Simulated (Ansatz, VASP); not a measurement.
**Li6I2NCl: VASP beside Ansatz**

```
CELL_PARAMETERS angstrom
0.00000 4.56103 4.56103
4.56103 0.00000 4.56103
4.56103 4.56103 0.00000
ATOMIC_POSITIONS crystal
Cl 0.00000 0.00000 0.00000
I 0.75000 0.75000 0.75000
I 0.25000 0.25000 0.25000
N 0.50000 0.50000 0.50000
Li 0.68340 0.31660 0.68340
Li 0.68340 0.31660 0.31660
Li 0.31660 0.68340 0.31660
Li 0.31660 0.68340 0.68340
Li 0.68340 0.68340 0.31660
Li 0.31660 0.31660 0.68340
```

Alike in both runs: task single point; functional PBE; k mesh 5 × 5 × 5; no spin polarisation.

```csv
,VASP,Ansatz
version,VASP 6.6.1,Ansatz 0.2.0
potentials or method,"VASP PAW PBE potentials, release 64 (Cl, I, N, Li_sv), cutoff 750 eV",PAW plane waves
occupations,"fermi-dirac, width 0.1 eV",fermi-dirac
valence electrons in the cell,44,64
```

Ansatz gave:

```
pressure (GPa)                     : 6.5
rms of the force components (eV/Å) : 1.419
```

Task: What did VASP give for the same quantities?

Result: Pressure (GPa): 6.7; rms of the force components (eV/Å): 1.478.

Atom by atom the forces differ by 0.059 eV/Å (rms over components). VASP's potentials hold 44 valence electrons a cell and Ansatz's 64, so a difference there can come from the potentials and not from the codes.

Spin-orbit coupling is off throughout.
